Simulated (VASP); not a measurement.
# Re: single point with PBE

Crystal: Re.

```
Re
1.0
     0.00000    1.95772    2.06540
     2.06540    0.00000    2.06540
     2.06540    1.95772    0.00000
Re
1
Direct
  0.00000 0.00000 0.00000
```

This cell differs from its parent crystal: normal strain along x +0.0550, normal strain along z +0.0550.

| Quantity | Value |
| --- | --- |
| Program | VASP 6.6.1 |
| Task | single point |
| Functional | PBE |
| Potentials or basis | VASP PAW PBE potentials, release 64 (Re) |
| Cutoff | 520 eV |
| k mesh | 10 × 10 × 10 |
| Occupations | gaussian, width 0.15 eV |
| Spin | no spin polarisation |
| Dipole correction | no |
| Further INCAR settings | ALGO = Fast; EDIFF = 1e-06; NBANDS = 10 |

* Pressure: -31.3 GPa

Stress tensor (GPa, compression positive):
```
-35.16   0.00   0.00
  0.00 -23.57   0.00
  0.00   0.00 -35.16
```

Levels at points of the mesh, in eV from the Fermi level:
| k point | band 1 | band 2 | band 3 | band 4 | band 5 | band 6 | band 7 | band 8 |
| --- | --- | --- | --- | --- | --- | --- | --- | --- |
| (0.00, 0.00, 0.00) | -9.28 | -1.83 | -1.83 | -1.19 | 0.54 | 1.38 | 13.77 | 18.17 |
| (0.50, 0.00, 0.00) | -6.03 | -2.15 | -1.42 | 0.04 | 2.86 | 3.28 | 8.23 | 13.16 |
| (0.50, 0.50, 0.00) | -5.85 | -4.99 | 1.97 | 2.99 | 3.34 | 3.96 | 10.45 | 11.29 |
| (0.50, 0.00, 0.50) | -5.76 | -5.10 | 3.00 | 3.00 | 3.70 | 3.70 | 10.67 | 10.67 |

Run time: 22 s on 1 thread of AMD EPYC 7R43 64-Core Processor (Zen 3) (shared host), peak memory 0.12 GiB.

Caveat: the cell differs from its parent crystal (normal strain along x +0.0550, normal strain along z +0.0550); spin-orbit coupling is left out, which moves the levels of the heavy elements.
